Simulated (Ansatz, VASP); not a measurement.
# BeS2: VASP beside Ansatz

```
Be S
1.0
     0.00000    2.84153    2.84153
     2.84153    0.00000    2.84153
     2.84153    2.84153    0.00000
Be S
1 2
Direct
  0.00000 0.00000 0.00000
  0.25000 0.25000 0.25000
  0.75000 0.75000 0.75000
```

Change from the starting cell: species swapped into the ZrO2 type (Fm-3m, No. 225).

Alike in both runs: functional PBE; k mesh 14 × 14 × 14; occupations gaussian, width 0.1 eV; no spin polarisation.

Ansatz relaxed the structure, and its values are those at the end. VASP's run is a single point on that final structure, the one shown.

|  | VASP | Ansatz |
| --- | --- | --- |
| version | VASP 6.6.1 | Ansatz 0.2.0 |
| potentials or method | VASP PAW PBE potentials, release 64 (Be, S), cutoff 520 eV | scalar-relativistic, plane waves, PAW |
| valence electrons in the cell | 14 | 14 |

|  | VASP | Ansatz | Ansatz less VASP |
| --- | --- | --- | --- |
| gap on the k mesh at the Fermi level (eV) | none | none | - |
| pressure (GPa) | -0.1 | 0.0 | +0.09 |

A gap of «none» marks a metal or a gap that the smearing closes. With one functional, cell and mesh, what is left measures potentials, basis and numerics.
